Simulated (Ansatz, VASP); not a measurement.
This is a calculation of Ta3N for Ansatz 0.2.0.

The input input.yaml:

```yaml
crystal:
  lattice:
    - [3.0322239879, 0.0, 0.0]
    - [-1.516111994, 2.6259830035, 0.0]
    - [0.0, 0.0, 7.524137]
  atoms:
    - { symbol: Ta, position: [0.678557, 0.35183, 0.822402] }
    - { symbol: Ta, position: [0.347714, 0.664905, 0.175485] }
    - { symbol: Ta, position: [-0.00055, 0.000655, 0.495195] }
    - { symbol: "N", position: [-0.003717, 0.015459, -0.006766] }
hamiltonian:
  xc: pbesol
  pseudopotentials: { kind: paw }
kpoints:
  mp_grid: { grid: [10, 10, 4] }
scf:
  occupations: { method: fermi_dirac, width: 0.05 }
output:
  forces: true
  stress: true
  eigenvalues: true
```

Potentials or basis: Ansatz PAW.

The run is started by

```console
$ ansatz run input.yaml --threads 1 --pin off --max-ram 3584MiB --backend cpu --events-out ev --progress --plain --runs-dir out
```

Translate it to VASP 6.6.1. Potentials there: VASP PAW PBE potentials, release 64 (Ta_pv, N).

As run (the cutoff follows the program's own potentials):

The input INCAR:

```
SYSTEM = Ta3N
PREC     = Accurate       ! precision mode
ENCUT    = 520            ! plane-wave cutoff, eV
EDIFF    = 1E-6           ! SCF threshold, eV
ISMEAR   = -1             ! smearing method
SIGMA    = 0.05           ! smearing width, eV
LREAL    = .FALSE.        ! projectors in reciprocal space
LASPH    = .TRUE.         ! aspherical terms in the spheres
NELM     = 80             ! most SCF steps
ALGO     = Normal         ! electronic algorithm
ISIF     = 2              ! what is computed and relaxed
LWAVE    = .FALSE.        ! write WAVECAR
LCHARG   = .FALSE.        ! write CHGCAR
GGA      = PS             ! functional
NBANDS   = 27             ! bands
```

The input KPOINTS:

```
Automatic mesh
0
G
  10 10 4
  0 0 0
```

The input POSCAR:

```
Ta3N
1.0
    3.0322239879      0.0000000000      0.0000000000
   -1.5161119940      2.6259830035      0.0000000000
    0.0000000000      0.0000000000      7.5241370000
Ta N
3 1
Direct
    0.6785570000      0.3518300000      0.8224020000
    0.3477140000      0.6649050000      0.1754850000
   -0.0005500000      0.0006550000      0.4951950000
   -0.0037170000      0.0154590000     -0.0067660000
```

Potentials or basis: VASP PAW PBE potentials, release 64 (Ta_pv, N).

Launch:

```console
$ cat potpaw_PBE.64/Ta_pv/POTCAR potpaw_PBE.64/N/POTCAR > POTCAR
$ mpirun -np 1 vasp_std > vasp.out
```

Both were run:

|  | VASP | Ansatz | Ansatz less VASP |
| --- | --- | --- | --- |
| gap on the k mesh at the Fermi level (eV) | none | none | - |
| pressure (GPa) | -7.9 | -8.2 | -0.30 |
| traceless stress, the component that is largest in VASP (GPa) | 1.15 | 1.13 | -0.017 |
| rms of the force components (eV/Å) | 0.429 | 0.439 | +0.0101 |

VASP's potentials were made for PBE, not for PBEsol. Atom by atom the forces differ by 0.021 eV/Å (rms over components). A gap of «none» marks a metal or a gap that the smearing closes. VASP's potentials hold 38 valence electrons a cell and Ansatz's 44, so a difference there can come from the potentials and not from the codes.

Spin-orbit coupling is off throughout.
